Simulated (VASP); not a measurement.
# HfC (Imm2) in VASP: single point with PBE

Aim: the single point of HfC with PBE.

All numbers are computed with VASP 6.6.1; they aren't measurements. Logs are shortened: lines on timing, memory, paths and dates and some standing lists are left out, and cuts for length are marked.

**1. The cell of the first run**

It takes space group Imm2 (No. 44, orthorhombic). Conventional cell: a = 3.288 Å, b = 4.650 Å, c = 3.288 Å, α = 90.00°, β = 90.00°, γ = 90.00°. Within 2.9 Å of Hf (site symmetry mm2) lie 6 C at 2.23 to 2.43 Å. Within 2.9 Å of C (site symmetry mm2) lie 6 Hf at 2.23 to 2.43 Å.

**2. Single point, PBE (atom 1 (Hf) moved by (-0.100, -0.100) A along x and z)**

Input file INCAR:

```
PREC = Accurate
ENCUT = 600
EDIFF = 1E-6
ISMEAR = 0
SIGMA = 0.15
LREAL = False
LASPH = True
NELM = 120
ALGO = Normal
ISIF = 2
LWAVE = False
LCHARG = True
GGA = PE
LELF = True
LVHAR = True
NBANDS = 14
GGA_COMPAT = False
```

Input file KPOINTS:

```
Automatic mesh
0
Gamma
  18 18 18
```

Input file POSCAR:

```
HfC
1.0
    0.0000000000      2.3250000000      2.3250000000
    2.3250000000      0.0000000000      2.3250000000
    2.3250000000      2.3250000000      0.0000000000
Hf C
1 1
Direct
    0.5000000000      0.4569892473      0.5000000000
    0.0000000000      0.0000000000      0.0000000000
```

Potentials or basis: VASP PAW PBE potentials, release 64 (Hf_pv, C).

The run is started by

```console
cat potpaw_PBE.64/Hf_pv/POTCAR potpaw_PBE.64/C/POTCAR > POTCAR
mpirun -np 1 vasp_std > vasp.out
```

OUTCAR:

```text
PREC = Accurate
   ENCUT = 600
   EDIFF = 1E-6
   ISMEAR = 0
   LREAL = False
   LASPH = True
   NELM = 120
   ISIF = 2
   GGA = PE

 ion  position               nearest neighbor table
   1  0.500  0.457  0.500-   2 2.23   2 2.23   2 2.33   2 2.33   2 2.43   2 2.43
   2  0.000  0.000  0.000-   1 2.23   1 2.23   1 2.33   1 2.33   1 2.43   1 2.43

  LATTYP: Found a face centered cubic cell.
 ALAT       =     4.6500000000

  Lattice vectors:

 A1 = (   0.0000000000,   2.3250000000,   2.3250000000)
 A2 = (   2.3250000000,   0.0000000000,   2.3250000000)
 A3 = (   2.3250000000,   2.3250000000,   0.0000000000)

Analysis of symmetry for initial positions (statically):
=====================================================================
 Subroutine PRICEL returns:
 Original cell was already a primitive cell.

 Routine SETGRP: Setting up the symmetry group for a
 face centered cubic supercell.

 Subroutine GETGRP returns: Found  4 space group operations
 (whereof  4 operations were pure point group operations)
 out of a pool of 48 trial point group operations.

The static configuration has the point symmetry C_2v.

Analysis of symmetry for dynamics (positions and initial velocities):
=====================================================================
 Subroutine PRICEL returns:
 Original cell was already a primitive cell.

 Routine SETGRP: Setting up the symmetry group for a
 face centered cubic supercell.

 Subroutine GETGRP returns: Found  4 space group operations
 (whereof  4 operations were pure point group operations)
 out of a pool of 48 trial point group operations.

The dynamic configuration has the point symmetry C_2v.

 Subroutine INISYM returns: Found  4 space group operations
 (whereof  4 operations are pure point group operations),
 and found     1 'primitive' translations

----------------------------------------------------------------------------------------

                                     Primitive cell

  volume of cell :      25.1362

  direct lattice vectors                    reciprocal lattice vectors
     0.000000000  2.325000000  2.325000000    -0.215053763  0.215053763  0.215053763
     2.325000000  0.000000000  2.325000000     0.215053763 -0.215053763  0.215053763
     2.325000000  2.325000000  0.000000000     0.215053763  0.215053763 -0.215053763

  length of vectors
     3.288046533  3.288046533  3.288046533     0.372484045  0.372484045  0.372484045

  position of ions in fractional coordinates (direct lattice)
     0.500000000  0.456989247  0.500000000
     0.000000000  0.000000000  0.000000000

  ion indices of the primitive-cell ions
   primitive index   ion index
                 1           1
                 2           2

----------------------------------------------------------------------------------------

 KPOINTS: Automatic mesh

Automatic generation of k-mesh.
 Grid dimensions read from file:
 generate k-points for:   18   18   18

 Generating k-lattice:

  Cartesian coordinates                     Fractional coordinates (reciprocal lattice)
    -0.011947431  0.011947431  0.011947431     0.055555556  0.000000000  0.000000000
     0.011947431 -0.011947431  0.011947431     0.000000000  0.055555556  0.000000000
     0.011947431  0.011947431 -0.011947431     0.000000000  0.000000000  0.055555556

  Length of vectors
     0.020693558  0.020693558  0.020693558

  Shift w.r.t. Gamma in fractional coordinates (k-lattice)
     0.000000000  0.000000000  0.000000000

 Subroutine IBZKPT returns following result:
 ===========================================

 Found    865 irreducible k-points:

 Following reciprocal coordinates:
            Coordinates               Weight
  0.000000  0.000000  0.000000      1.000000
  0.055556  0.000000  0.000000      4.000000
  0.000000  0.055556  0.000000      4.000000
  0.111111  0.000000  0.000000      4.000000
  0.000000  0.111111  0.000000      4.000000
  0.166667  0.000000  0.000000      4.000000
[... 16 lines left out ...]
  0.000000  0.111111  0.055556      8.000000
  0.055556  0.000000  0.111111      4.000000
 [... further k-points ...]
   k-points           NKPTS =    865   k-points in BZ     NKDIM =    865   number of bands    NBANDS=     14
   number of dos      NEDOS =    301   number of ions     NIONS =      2
   total plane-waves  NPLWV =  21952
   dimension x,y,z NGX =    28 NGY =   28 NGZ =   28
   dimension x,y,z NGXF=    56 NGYF=   56 NGZF=   56
   ions per type =               1   1
   NGX,Y,Z   is equivalent  to a cutoff of  14.16, 14.16, 14.16 a.u.
   NGXF,Y,Z  is equivalent  to a cutoff of  28.31, 28.31, 28.31 a.u.
 SYSTEM =  unknown system
   PREC   = accura    normal or accurate (medium, high low for compatibility)
   ISTART =      0    job   : 0-new  1-cont  2-samecut
   ICHARG =      2    charge: 1-file 2-atom 10-const
   ISPIN  =      1    spin polarized calculation?
   LNONCOLLINEAR =      F non collinear calculations
   LSORBIT =      F    spin-orbit coupling
   LASPH  =      T    aspherical Exc in radial PAW
   ENCUT  =  600.0 eV  44.10 Ry    6.64 a.u.   6.57  6.57  6.57*2*pi/ulx,y,z
   NELM   =    120;   NELMIN=  2; NELMDL= -5     # of ELM steps
   EDIFF  = 0.1E-05   stopping-criterion for ELM
   LREAL  =      F    real-space projection
   EDIFFG = 0.1E-04   stopping-criterion for IOM
   NSW    =      0    number of steps for IOM
   IBRION =     -1    ionic relax: 0-MD 1-quasi-New 2-CG
   NFREE  =      0    steps in history (QN), initial steepest desc. (CG)
   ISIF   =      2    stress and relaxation
   ISYM   =      2    0-nonsym 1-usesym 2-fastsym
   POTIM  = 0.5000    time-step for ionic-motion
   TEBEG  =    0.0;   TEEND  =   0.0 temperature during run
   PSTRESS=    0.0 pullay stress
   NELECT =      14.0000    total number of electrons
   NUPDOWN=      -1.0000    fix difference up-down
   EMIN   =  10.00;   EMAX   =-10.00  energy-range for DOS
   EFERMI =   0.00;   METHOD = LEGACY
   ISMEAR =     0;   SIGMA  =   0.15  broadening in eV -4-tet -1-fermi 0-gaus
   EFERMI_NEDOS =   21; number of points for ismear=-14 and -15
   IALGO  =     38    algorithm
   IMIX   =      4    mixing-type and parameters
     AMIX     =   0.40;   BMIX     =  1.00
     AMIX_MAG =   1.60;   BMIX_MAG =  1.00
  volume/ion in A,a.u.               =      12.57        84.81
  Fermi-wavevector in a.u.,A,eV,Ry     =   1.346949  2.545365 24.684672  1.814272
  Thomas-Fermi vector in A             =   2.474740
   LORBIT       =      0    0 simple, 1 ext, 2 COOP (PROOUT), +10 PAW based schemes
   GGA     = PE    functional components
   LHFCALC =     F    Hartree Fock is set to
   AEXX    =    0.0000 exact exchange contribution
   IVDW    =     0    specifies the selected vdW correction
   LEPSILON=     F    determine dielectric tensor
   LRPA    =     F    only Hartree local field effects (RPA)
 non-spin polarized calculation
 Gauss-broadening in eV      SIGMA  =   0.15
  energy-cutoff  :      600.00
  volume of cell :       25.14
 maximum number of plane-waves:       872
   NGX = 13   NGY = 13   NGZ = 13

 number of electron      14.0000000 magnetization

 Free energy of the ion-electron system (eV)
  ---------------------------------------------------
  ext. energy  EPLUGINS =         0.00000000
  ---------------------------------------------------
  free energy    TOTEN  =       -20.97640571 eV

  energy without entropy =      -20.97411770  energy(sigma->0) =      -20.97526171

 E-fermi :   6.0500     XC(G=0): -12.2763

 val. band max:        6.0341026249   @ k =   0.0000   0.3333   0.2778
 cond. band min:       6.0658551451   @ k =   0.4444   0.4444   0.0000
 fundamental gap:      0.0317525201
 Fermi energy:         6.0500142491

 k-point     1 :       0.0000    0.0000    0.0000
  band No.  band energies     occupation
      1     -23.6204      2.00000
      2     -23.6200      2.00000
      3     -23.6166      2.00000
      4      -6.3416      2.00000
      5       6.2243      0.10033
      6       6.2852      0.02662
      7       6.6041      0.00000
      8       7.3332      0.00000
      9       8.0059      0.00000
     10       8.0902      0.00000
     11       9.5404      0.00000
     12       9.8007      0.00000
     13      12.7350      0.00000
     14      16.9115      0.00000

 k-point     2 :       0.0556    0.0000    0.0000
  band No.  band energies     occupation
      1     -23.6405      2.00000
      2     -23.6218      2.00000
      3     -23.6210      2.00000
      4      -6.2634      2.00000
      5       5.7355      1.99698
      6       6.1642      0.28164
      7       6.5583      0.00000
      8       7.4243      0.00000
      9       7.8650      0.00000
     10       8.0911      0.00000
     11       9.9387      0.00000
     12      10.2263      0.00000
     13      12.9171      0.00000
     14      17.1321      0.00000

 k-point     3 :       0.0000    0.0556    0.0000
  band No.  band energies     occupation
      1     -23.6421      2.00000
      2     -23.6222      2.00000
      3     -23.6187      2.00000
      4      -6.2640      2.00000
      5       5.8023      1.98048
      6       6.2312      0.08763
      7       6.2900      0.02367
      8       7.4764      0.00000
      9       7.9443      0.00000
     10       8.1543      0.00000
     11       9.9670      0.00000
     12      10.1326      0.00000
     13      12.9228      0.00000
     14      17.1341      0.00000

 k-point     4 :       0.1111    0.0000    0.0000
  band No.  band energies     occupation
      1     -23.7030      2.00000
      2     -23.6279      2.00000
      3     -23.6274      2.00000
      4      -6.0339      2.00000
      5       4.9729      2.00000
      6       5.6661      1.99971
      7       6.0678      0.86715
      8       7.6388      0.00000
      9       7.8881      0.00000
     10       8.2632      0.00000
     11      10.8241      0.00000
     12      11.0997      0.00000
     13      13.4025      0.00000
     14      17.7565      0.00000

 k-point     5 :       0.0000    0.1111    0.0000
  band No.  band energies     occupation
      1     -23.7043      2.00000
      2     -23.6283      2.00000
      3     -23.6248      2.00000
      4      -6.0363      2.00000
      5       5.0698      2.00000
      6       5.6776      1.99955
      7       5.7576      1.99416
      8       7.7606      0.00000
      9       7.9697      0.00000
     10       8.3749      0.00000
     11      10.8587      0.00000
[... 276 lines left out ...]
 k-point    22 :       0.1111    0.0556    0.0000
  band No.  band energies     occupation
      1     -23.6855      2.00000
      2     -23.6352      2.00000
      3     -23.6300      2.00000
      4      -6.0611      2.00000
      5       5.0317      2.00000
      6       5.7568      1.99430
      7       6.1182      0.52054
      8       7.2604      0.00000
      9       8.1769      0.00000
     10       8.5815      0.00000
     11      10.1369      0.00000
     12      11.2041      0.00000
     13      13.4614      0.00000
     14      17.6910      0.00000

 k-point    23 :       0.0000    0.1111    0.0556
  band No.  band energies     occupation
      1     -23.6867      2.00000
      2     -23.6354      2.00000
      3     -23.6279      2.00000
      4      -6.0629      2.00000
      5       5.0965      2.00000
      6       5.7007      1.99901
      7       5.9609      1.59921
      8       7.3207      0.00000
      9       8.3639      0.00000
     10       8.5668      0.00000
     11      10.1313      0.00000
     12      11.1147      0.00000
     13      13.4754      0.00000
     14      17.6957      0.00000

 k-point    24 :       0.0556    0.0000    0.1111
  band No.  band energies     occupation
      1     -23.6868      2.00000
      2     -23.6354      2.00000
      3     -23.6281      2.00000
      4      -6.0628      2.00000
      5       4.9907      2.00000
      6       5.7445      1.99603
      7       6.1896      0.18812
      8       7.3809      0.00000
      9       8.1760      0.00000
     10       8.3183      0.00000
     11      10.3582      0.00000
     12      11.1167      0.00000
     13      13.4512      0.00000
     14      17.6930      0.00000

 [... further k-points ...]

------------------------ aborting loop because EDIFF is reached ----------------------------------------

  FORCE on cell =-STRESS in cart. coord.  units (eV):
  Direction    XX          YY          ZZ          XY          YZ          ZX
  --------------------------------------------------------------------------------------
  -------------------------------------------------------------------------------------
  Total        0.3500630     -0.1261197      0.3500630      0.0000000      0.0000000     -0.1802063
  in kB       22.3129987     -8.0388625     22.3129987      0.0000000      0.0000000    -11.4863392
  external PRESSURE =      12.1957117 kB  Pullay stress =       0.0000000 kB

 VOLUME and BASIS-vectors are now :
 -----------------------------------------------------------------------------
  energy-cutoff  :      600.00
  volume of cell :       25.14
      direct lattice vectors                 reciprocal lattice vectors
     0.000000000  2.325000000  2.325000000    -0.215053763  0.215053763  0.215053763
     2.325000000  0.000000000  2.325000000     0.215053763 -0.215053763  0.215053763
     2.325000000  2.325000000  0.000000000     0.215053763  0.215053763 -0.215053763

 POSITION                                       TOTAL-FORCE (eV/Angst)
 -----------------------------------------------------------------------------------
      2.22500      2.32500      2.22500         0.707918     -0.000000      0.707918
      0.00000      0.00000      0.00000        -0.707918      0.000000     -0.707918
 -----------------------------------------------------------------------------------
    total drift:                               -0.000013     -0.000000     -0.000013

  FREE ENERGIE OF THE ION-ELECTRON SYSTEM (eV)
  ---------------------------------------------------
  free  energy   TOTEN  =       -20.9764057142 eV

  energy  without entropy=      -20.9741177045  energy(sigma->0) =      -20.97526171
```

Wall time 2.7 min (1 thread of Intel Xeon 6975P-C (Granite Rapids), shared host); peak memory 0.5 GiB.

What came out:

- Free energy: -20.9764 eV
- Pressure: 1.2 GPa
- Largest force: 1.001 eV/Å
- Band gap on the k mesh: zero (bands 7 and 8 overlap by 0.70 eV)

Forces on the atoms (eV/Å):
```
Hf   0.708  0.000  0.708
C   -0.708  0.000 -0.708
```

Stress tensor (GPa, compression positive):
```
 2.23  0.00 -1.15
 0.00 -0.80  0.00
-1.15  0.00  2.23
```

Levels at points of the mesh, in eV from the Fermi level:
```csv
k point,band 4,band 5,band 6,band 7,band 8,band 9,band 10,band 11
"(0.00, 0.00, 0.00)",-12.39,0.17,0.24,0.55,1.28,1.96,2.04,3.49
"(0.50, 0.00, 0.00)",-8.67,-6.22,-3.04,-2.98,5.10,5.17,5.66,6.32
"(0.00, 0.50, 0.00)",-8.72,-6.18,-3.10,-3.07,5.18,5.21,5.64,6.53
"(0.50, 0.50, 0.00)",-10.48,-2.66,-2.09,-0.21,0.05,5.27,6.62,6.63
"(0.50, 0.00, 0.50)",-10.48,-2.69,-2.25,-0.27,0.29,5.32,6.62,6.63
```

Caveat: the cell differs from its parent crystal (atom 1 (Hf) moved by (-0.100, -0.100) A along x and z); spin-orbit coupling is left out, which moves the levels of the heavy elements; forces of over 1 eV/Å act on the atoms, so gaps and moduli don't describe the material at rest.

The gap in the log of VASP goes by the Fermi energy; the results here count the filled bands.